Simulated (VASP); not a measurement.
# Ge (I4_1/amd) in VASP: a series of runs

Ge is run at these levels: PBEsol, PBE; tasks: density of states, vibrations by perturbation theory, elastic constants.

Everything below comes from runs of VASP 6.6.1. Logs are shortened: lines on timing, memory, paths and dates and some standing lists are left out, and cuts for length are marked.

### Step 1. The cell of the first run

Symmetry: I4_1/amd, No. 141, tetragonal system. Conventional cell: a = 5.149 Å, b = 5.149 Å, c = 2.795 Å, α = 90.00°, β = 90.00°, γ = 90.00°. Within 3.5 Å of Ge (site symmetry -4m2) lie 10 Ge at 2.67 to 3.32 Å.

### Step 2. Density of states, PBEsol

Input file POSCAR:

```
Ge
1.0
   -2.5744897190      2.5744897190      1.3974126432
    2.5744897190     -2.5744897190      1.3974126432
    2.5744897190      2.5744897190     -1.3974126432
Ge
2
Direct
    0.5000000000      0.5000000000      0.0000000000
    0.2500000000      0.7500000000      0.5000000000
```

Input file INCAR.step1:

```
  PREC = Accurate
  ENCUT = 520
  EDIFF = 1E-7
  ISMEAR = -1
  SIGMA = 0.05
  LREAL = F
  LASPH = T
  NELM = 60
  ALGO = Normal
  ISIF = 2
  LWAVE = F
  LCHARG = T
  GGA = PS
  NBANDS = 21
```

Input file KPOINTS.step1:

```
Automatic mesh
0
Gamma
  11 11 11
```

Input file INCAR.step2:

```
  PREC = Accurate
  ENCUT = 520
  EDIFF = 1E-7
  ISMEAR = -5
  SIGMA = 0.05
  LREAL = F
  LASPH = T
  NELM = 60
  ALGO = Normal
  ISIF = 2
  LWAVE = F
  LCHARG = F
  GGA = PS
  LORBIT = 11
  NBANDS = 21
  NEDOS = 2001
  ICHARG = 11
```

Input file KPOINTS.step2:

```
Automatic mesh
0
Gamma
  17 17 17
```

Potentials or basis: VASP PAW PBE potentials, release 64 (Ge_d).

Run with:

```sh
$ cat potpaw_PBE.64/Ge_d/POTCAR > POTCAR
$ cp INCAR.step1 INCAR
$ cp KPOINTS.step1 KPOINTS
$ mpirun -np 1 vasp_std > vasp.out
$ cp INCAR.step2 INCAR
$ cp KPOINTS.step2 KPOINTS
$ mpirun -np 1 vasp_std > vasp.out
```

OUTCAR:

```text
PREC = Accurate
   ENCUT = 520
   EDIFF = 1E-7
   ISMEAR = -5
   LREAL = F
   LASPH = T
   NELM = 60
   ISIF = 2
   GGA = PS
   LORBIT = 11
   ICHARG = 11

 ion  position               nearest neighbor table
   1  0.500  0.500  0.000-   2 2.67   2 2.67   2 2.67   2 2.67
   2  0.250  0.750  0.500-   1 2.67   1 2.67   1 2.67   1 2.67

  LATTYP: Found a body centered tetragonal cell.
 ALAT       =     5.1489794380
 C/A-ratio  =     0.5427920853

  Lattice vectors:

 A1 = (  -2.5744897190,   2.5744897190,   1.3974126432)
 A2 = (   2.5744897190,  -2.5744897190,   1.3974126432)
 A3 = (   2.5744897190,   2.5744897190,  -1.3974126432)

Analysis of symmetry for initial positions (statically):
=====================================================================
 Subroutine PRICEL returns:
 Original cell was already a primitive cell.

 Routine SETGRP: Setting up the symmetry group for a
 body centered tetragonal supercell.

 Subroutine GETGRP returns: Found 16 space group operations
 (whereof  8 operations were pure point group operations)
 out of a pool of 16 trial point group operations.

The static configuration has the point symmetry D_2d.
 The point group associated with its full space group is D_4h.

Analysis of symmetry for dynamics (positions and initial velocities):
=====================================================================
 Subroutine PRICEL returns:
 Original cell was already a primitive cell.

 Routine SETGRP: Setting up the symmetry group for a
 body centered tetragonal supercell.

 Subroutine GETGRP returns: Found 16 space group operations
 (whereof  8 operations were pure point group operations)
 out of a pool of 16 trial point group operations.

The dynamic configuration has the point symmetry D_2d.
 The point group associated with its full space group is D_4h.

 Subroutine INISYM returns: Found 16 space group operations
 (whereof  8 operations are pure point group operations),
 and found     1 'primitive' translations

----------------------------------------------------------------------------------------

                                     Primitive cell

  volume of cell :      37.0482

  direct lattice vectors                    reciprocal lattice vectors
    -2.574489719  2.574489719  1.397412643     0.000000000  0.194213244  0.357804119
     2.574489719 -2.574489719  1.397412643     0.194213244  0.000000000  0.357804119
     2.574489719  2.574489719 -1.397412643     0.194213244  0.194213244  0.000000000

  length of vectors
     3.899840602  3.899840602  3.899840602     0.407114937  0.407114937  0.274659004

  position of ions in fractional coordinates (direct lattice)
     0.500000000  0.500000000  0.000000000
     0.250000000  0.750000000  0.500000000

  ion indices of the primitive-cell ions
   primitive index   ion index
                 1           1
                 2           2

----------------------------------------------------------------------------------------

 KPOINTS: Automatic mesh

Automatic generation of k-mesh.
 Grid dimensions read from file:
 generate k-points for:   17   17   17

 Generating k-lattice:

  Cartesian coordinates                     Fractional coordinates (reciprocal lattice)
     0.000000000  0.011424308  0.021047301     0.058823529 -0.000000000  0.000000000
     0.011424308  0.000000000  0.021047301    -0.000000000  0.058823529  0.000000000
     0.011424308  0.011424308  0.000000000     0.000000000  0.000000000  0.058823529

  Length of vectors
     0.023947937  0.023947937  0.016156412

  Shift w.r.t. Gamma in fractional coordinates (k-lattice)
     0.000000000  0.000000000  0.000000000

 TETIRR: Found  11911 inequivalent tetrahedra from    29478

 Subroutine IBZKPT returns following result:
 ===========================================

 Found    405 irreducible k-points:

 Following reciprocal coordinates:
            Coordinates               Weight
  0.000000  0.000000  0.000000      1.000000
  0.058824  0.000000  0.000000      8.000000
  0.117647  0.000000  0.000000      8.000000
  0.176471  0.000000 -0.000000      8.000000
  0.235294  0.000000  0.000000      8.000000
  0.294118  0.000000 -0.000000      8.000000
[... 16 lines left out ...]
 -0.176471  0.058824  0.000000     16.000000
 -0.117647  0.058824  0.000000     16.000000
 [... further k-points ...]
   k-points           NKPTS =    405   k-points in BZ     NKDIM =    405   number of bands    NBANDS=     21
   number of dos      NEDOS =   2001   number of ions     NIONS =      2
   total plane-waves  NPLWV =  27000
   dimension x,y,z NGX =    30 NGY =   30 NGZ =   30
   dimension x,y,z NGXF=    60 NGYF=   60 NGZF=   60
   ions per type =               2
   NGX,Y,Z   is equivalent  to a cutoff of  12.79, 12.79, 12.79 a.u.
   NGXF,Y,Z  is equivalent  to a cutoff of  25.58, 25.58, 25.58 a.u.
 SYSTEM =  unknown system
   PREC   = accura    normal or accurate (medium, high low for compatibility)
   ISTART =      0    job   : 0-new  1-cont  2-samecut
   ICHARG =     11    charge: 1-file 2-atom 10-const
   ISPIN  =      1    spin polarized calculation?
   LNONCOLLINEAR =      F non collinear calculations
   LSORBIT =      F    spin-orbit coupling
   LASPH  =      T    aspherical Exc in radial PAW
   ENCUT  =  520.0 eV  38.22 Ry    6.18 a.u.   7.25  7.25  7.25*2*pi/ulx,y,z
   NELM   =     60;   NELMIN=  2; NELMDL=  0     # of ELM steps
   EDIFF  = 0.1E-06   stopping-criterion for ELM
   LREAL  =      F    real-space projection
   EDIFFG = 0.1E-05   stopping-criterion for IOM
   NSW    =      0    number of steps for IOM
   IBRION =     -1    ionic relax: 0-MD 1-quasi-New 2-CG
   NFREE  =      0    steps in history (QN), initial steepest desc. (CG)
   ISIF   =      2    stress and relaxation
   ISYM   =      2    0-nonsym 1-usesym 2-fastsym
   POTIM  = 0.5000    time-step for ionic-motion
   TEBEG  =    0.0;   TEEND  =   0.0 temperature during run
   PSTRESS=    0.0 pullay stress
   NELECT =      28.0000    total number of electrons
   NUPDOWN=      -1.0000    fix difference up-down
   EMIN   =  10.00;   EMAX   =-10.00  energy-range for DOS
   EFERMI =   0.00;   METHOD = LEGACY
   ISMEAR =    -5;   SIGMA  =   0.05  broadening in eV -4-tet -1-fermi 0-gaus
   EFERMI_NEDOS =   21; number of points for ismear=-14 and -15
   IALGO  =     38    algorithm
   IMIX   =      4    mixing-type and parameters
     AMIX     =   0.40;   BMIX     =  1.00
     AMIX_MAG =   1.60;   BMIX_MAG =  1.00
  volume/ion in A,a.u.               =      18.52       125.01
  Fermi-wavevector in a.u.,A,eV,Ry     =   1.491209  2.817976 30.255333  2.223704
  Thomas-Fermi vector in A             =   2.603893
   LORBIT       =     11    0 simple, 1 ext, 2 COOP (PROOUT), +10 PAW based schemes
   GGA     = PS    functional components
   LHFCALC =     F    Hartree Fock is set to
   AEXX    =    0.0000 exact exchange contribution
   IVDW    =     0    specifies the selected vdW correction
   LEPSILON=     F    determine dielectric tensor
   LRPA    =     F    only Hartree local field effects (RPA)
 non-spin polarized calculation
 Fermi weights with tetrahedron method with Bloechl corrections
  energy-cutoff  :      520.00
  volume of cell :       37.05
 maximum number of plane-waves:      1029
 NGX is ok and might be reduce to    30

 number of electron      28.0000028 magnetization

 Free energy of the ion-electron system (eV)
  ---------------------------------------------------
  ext. energy  EPLUGINS =         0.00000000
  ---------------------------------------------------
  free energy    TOTEN  =        -9.53683281 eV

  energy without entropy =       -9.53683281  energy(sigma->0) =       -9.53683281

 E-fermi :   6.6462     XC(G=0): -11.4694

 val. band max:        6.8150466347   @ k =   0.4118   0.3529   0.1176
 cond. band min:       6.4411386950   @ k =  -0.1765  -0.1765   0.1176
 fundamental gap:     -0.3739079397
 Fermi energy:         6.6462480173

 k-point     1 :       0.0000    0.0000    0.0000
  band No.  band energies     occupation
      1     -18.0130      2.00000
      2     -17.9685      2.00000
      3     -17.9362      2.00000
      4     -17.9359      2.00000
      5     -17.8290      2.00000
      6     -17.8290      2.00000
[... 13 lines left out ...]
     20      18.2223      0.00000
     21      19.1969      0.00000

 k-point     2 :       0.0588    0.0000    0.0000
  band No.  band energies     occupation
      1     -18.0117      2.00000
      2     -17.9637      2.00000
      3     -17.9341      2.00000
      4     -17.9303      2.00000
      5     -17.8330      2.00000
      6     -17.8327      2.00000
[... 13 lines left out ...]
     20      18.2773      0.00000
     21      19.4147      0.00000

 k-point     3 :       0.1176    0.0000    0.0000
  band No.  band energies     occupation
      1     -18.0076      2.00000
      2     -17.9505      2.00000
      3     -17.9289      2.00000
      4     -17.9147      2.00000
      5     -17.8423      2.00000
      6     -17.8391      2.00000
[... 13 lines left out ...]
     20      17.6735      0.00000
     21      18.1376      0.00000
[... 457 lines left out ...]
 k-point    23 :      -0.1765    0.0588    0.0000
  band No.  band energies     occupation
      1     -18.0025      2.00000
      2     -17.9517      2.00000
      3     -17.9243      2.00000
      4     -17.9188      2.00000
      5     -17.8418      2.00000
      6     -17.8352      2.00000
[... 13 lines left out ...]
     20      17.8211      0.00000
     21      18.2253      0.00000

 k-point    24 :      -0.1176    0.0588    0.0000
  band No.  band energies     occupation
      1     -18.0081      2.00000
      2     -17.9645      2.00000
      3     -17.9327      2.00000
      4     -17.9307      2.00000
      5     -17.8337      2.00000
      6     -17.8306      2.00000
[... 13 lines left out ...]
     20      18.5661      0.00000
     21      19.3134      0.00000

 [... further k-points ...]
[... 5 lines left out ...]
  --------------------------------------------------------------------------------------
  -------------------------------------------------------------------------------------
  Total       -0.3987266     -0.3987266     -0.0419051      0.0000000      0.0000000      0.0000000
  in kB      -17.2432364    -17.2432364     -1.8122179      0.0000000      0.0000000      0.0000000
  external PRESSURE =     -12.0995635 kB  Pullay stress =       0.0000000 kB

 VOLUME and BASIS-vectors are now :
 -----------------------------------------------------------------------------
  energy-cutoff  :      520.00
  volume of cell :       37.05
      direct lattice vectors                 reciprocal lattice vectors
    -2.574489719  2.574489719  1.397412643     0.000000000  0.194213244  0.357804119
     2.574489719 -2.574489719  1.397412643     0.194213244  0.000000000  0.357804119
     2.574489719  2.574489719 -1.397412643     0.194213244  0.194213244  0.000000000

 POSITION                                       TOTAL-FORCE (eV/Angst)
 -----------------------------------------------------------------------------------
      0.00000      0.00000      1.39741        -0.000000      0.000000      0.000000
      2.57449      0.00000      0.69871         0.000000     -0.000000     -0.000000
 -----------------------------------------------------------------------------------
    total drift:                                0.000000     -0.000000      0.000000

  FREE ENERGIE OF THE ION-ELECTRON SYSTEM (eV)
  ---------------------------------------------------
  free  energy   TOTEN  =        -9.5368328060 eV

  energy  without entropy=       -9.5368328060  energy(sigma->0) =       -9.53683281

 total charge

# of ion       s       p       d       tot
------------------------------------------
    1        1.204   1.035  10.028  12.267
    2        1.204   1.035  10.028  12.267
--------------------------------------------------
tot          2.408   2.070  20.056  24.533
```

It took 2.4 min on 1 thread of Intel Xeon 6975P-C (Granite Rapids), shared host; peak memory 0.38 GiB.

What came out:

* Valence electrons inside the program's atomic spheres: Ge 12.27

Caveat: the PAW data sets were made with another functional, which shifts forces and pressure a little; tetrahedron occupations give inexact forces and stress in metals.

### Step 3. Vibrations by perturbation theory, PBEsol

Input file INCAR:

```
PREC = Accurate ; ENCUT = 520
EDIFF = 1E-8 ; ISMEAR = -1
SIGMA = 0.05 ; LREAL = F
LASPH = T ; NELM = 60
ALGO = Normal ; ISIF = 2
LWAVE = F ; LCHARG = F
GGA = PS ; NBANDS = 21
IBRION = 8 ; NSW = 1
```

Input file KPOINTS:

```
Automatic mesh
0
Gamma
  11 11 11
```

POSCAR is that of step 2.

Potentials or basis: VASP PAW PBE potentials, release 64 (Ge_d).

Run with:

```sh
$ cat potpaw_PBE.64/Ge_d/POTCAR > POTCAR
$ mpirun -np 1 vasp_std > vasp.out
```

OUTCAR:

```text
PREC = Accurate
   ENCUT = 520
   EDIFF = 1E-8
   ISMEAR = -1
   LREAL = F
   LASPH = T
   NELM = 60
   ISIF = 2
   GGA = PS
   IBRION = 8
   NSW = 1

 ion  position               nearest neighbor table
   1  0.500  0.500  0.000-   2 2.67   2 2.67   2 2.67   2 2.67
   2  0.250  0.750  0.500-   1 2.67   1 2.67   1 2.67   1 2.67

  LATTYP: Found a body centered tetragonal cell.
 ALAT       =     5.1489794380
 C/A-ratio  =     0.5427920853

  Lattice vectors:

 A1 = (  -2.5744897190,   2.5744897190,   1.3974126432)
 A2 = (   2.5744897190,  -2.5744897190,   1.3974126432)
 A3 = (   2.5744897190,   2.5744897190,  -1.3974126432)

Analysis of symmetry for initial positions (statically):
=====================================================================
 Subroutine PRICEL returns:
 Original cell was already a primitive cell.

 Routine SETGRP: Setting up the symmetry group for a
 body centered tetragonal supercell.

 Subroutine GETGRP returns: Found 16 space group operations
 (whereof  8 operations were pure point group operations)
 out of a pool of 16 trial point group operations.

The static configuration has the point symmetry D_2d.
 The point group associated with its full space group is D_4h.

Analysis of symmetry for dynamics (positions and initial velocities):
=====================================================================
 Subroutine PRICEL returns:
 Original cell was already a primitive cell.

 Routine SETGRP: Setting up the symmetry group for a
 body centered tetragonal supercell.

[... 772 lines left out ...]
[... ionic steps 2 to 3 ...]

--------------------------------------- Ionic step        4  -------------------------------------------

------------------------ aborting loop because EDIFF is reached ----------------------------------------

[... ionic steps 5 to 5 ...]

--------------------------------------- Ionic step        6  -------------------------------------------

 Free energy of the ion-electron system (eV)
  ---------------------------------------------------
  ---------------------------------------------------
  free energy    TOTEN  =        -0.18314895 eV

  energy without entropy =       -0.18314895

------------------------ aborting loop because EDIFF is reached ----------------------------------------

 INTERNAL STRAIN TENSOR  FOR ION    1  DIRECTION 3   (eV/Angst):
 -----------------------------------------------------------------------------
    -2.79348  0.00000  0.00000
     0.00000  2.78749  0.00000
     0.00000  0.00000 -0.00130

 INTERNAL STRAIN TENSOR FOR ION    2 for displacements in x,y,z  (eV/Angst):
          X           Y           Z          XY          YZ          ZX
  --------------------------------------------------------------------------------
  x     0.00000     0.00000     0.00000     0.00000     0.00000     1.99108
  y     0.00000     0.00000     0.00000     0.00000    -1.81556     0.00000
  z     2.79048    -2.79048     0.00000     0.00000     0.00000     0.00000

 SECOND DERIVATIVES (NOT SYMMETRIZED)
 ------------------------------------
               1X          1Y          1Z          2X          2Y          2Z
  1X    -3.662027    0.000000    0.000000    3.662027    0.000000    0.000000
  1Y     0.000000   -3.662027    0.000000    0.000000    3.662027    0.000000
  1Z     0.000000    0.000000   -0.624916    0.000000    0.000000    0.624916
  2X     3.662027    0.000000    0.000000   -3.662027    0.000000    0.000000
  2Y     0.000000    3.662027    0.000000    0.000000   -3.662027    0.000000
  2Z     0.000000    0.000000    0.624916    0.000000    0.000000   -0.624916

 Eigenvectors and eigenvalues of the dynamical matrix
 ----------------------------------------------------

   1 f  =    4.965103 THz    31.196661 2PiTHz  165.618005 cm-1    20.534006 meV
             X         Y         Z           dx          dy          dz
      0.000000  0.000000  1.397413     0.243650    0.663803    0.000000
      2.574490  0.000000  0.698706    -0.243650   -0.663803    0.000000
[... 11 lines left out ...]
   4 f  =    0.000000 THz     0.000000 2PiTHz    0.000002 cm-1     0.000000 meV
             X         Y         Z           dx          dy          dz
      0.000000  0.000000  1.397413     0.164439   -0.675970    0.126586
      2.574490  0.000000  0.698706     0.164439   -0.675970    0.126586

   5 f/i=    0.000000 THz     0.000000 2PiTHz    0.000000 cm-1     0.000000 meV
             X         Y         Z           dx          dy          dz
      0.000000  0.000000  1.397413    -0.054080    0.117041    0.695253
      2.574490  0.000000  0.698706    -0.054080    0.117041    0.695253

   6 f/i=    0.000000 THz     0.000000 2PiTHz    0.000002 cm-1     0.000000 meV
             X         Y         Z           dx          dy          dz
      0.000000  0.000000  1.397413     0.685591    0.171364    0.024481
      2.574490  0.000000  0.698706     0.685591    0.171364    0.024481

--------------------------------------------------------------------------------------------------------

 ELASTIC MODULI CONTR FROM IONIC RELAXATION (kBar)
 Direction    XX          YY          ZZ          XY          YZ          ZX
 --------------------------------------------------------------------------------
 XX        -538.8663    538.8663      0.0000      0.0000      0.0000      0.0000
 YY         538.8663   -538.8663      0.0000      0.0000      0.0000      0.0000
 ZZ           0.0000      0.0000      0.0000      0.0000      0.0000      0.0000
 XY           0.0000      0.0000      0.0000      0.0000      0.0000      0.0000
 YZ           0.0000      0.0000      0.0000      0.0000    -38.9265      0.0000
 ZX           0.0000      0.0000      0.0000      0.0000      0.0000    -46.8165
 --------------------------------------------------------------------------------
```

stdout:

```text
POSCAR found type information on POSCAR Ge
 POSCAR found :  1 types and       2 ions
 scaLAPACK will be used
 -----------------------------------------------------------------------------
|                                                                             |
|                                                                             |
|     You enforced a specific xc type in the INCAR file but a different       |
|     I HOPE YOU KNOW WHAT YOU ARE DOING!                                     |
|                                                                             |
 -----------------------------------------------------------------------------

 LDA part: xc-table for (Slater+PW92), standard interpolation
 POSCAR, INCAR and KPOINTS ok, starting setup
 FFT: planning ... GRIDC
 FFT: planning ... GRID_SOFT
 FFT: planning ... GRID
 WAVECAR not read
 entering main loop
 Linear response reoptimize wavefunctions to high precision
 Linear response DOF=           2
 Linear response progress:
 first order change of Fermi-energy   0.80875E-05
 force on displaced ion       1 direction 1 :  -3.662   0.000  -0.000
 Linear response progress:
 first order change of Fermi-energy  -0.91770E-04
 force on displaced ion       1 direction 3 :   0.000  -0.000  -0.625
 Linear response finished
```

It took 6.6 min on 1 thread of Intel Xeon 6975P-C (Granite Rapids), shared host; peak memory 0.6 GiB.

Results:

- Highest phonon frequency at Γ: 166 cm⁻¹

Phonon frequencies in cm⁻¹ (negative: imaginary):
```csv
q point,frequencies
"(0.000, 0.000, 0.000)",0 0 0 68 166 166
```

Caveat: the PAW data sets were made with another functional, which shifts forces and pressure a little.

(Part 1 of 3 ends here.)
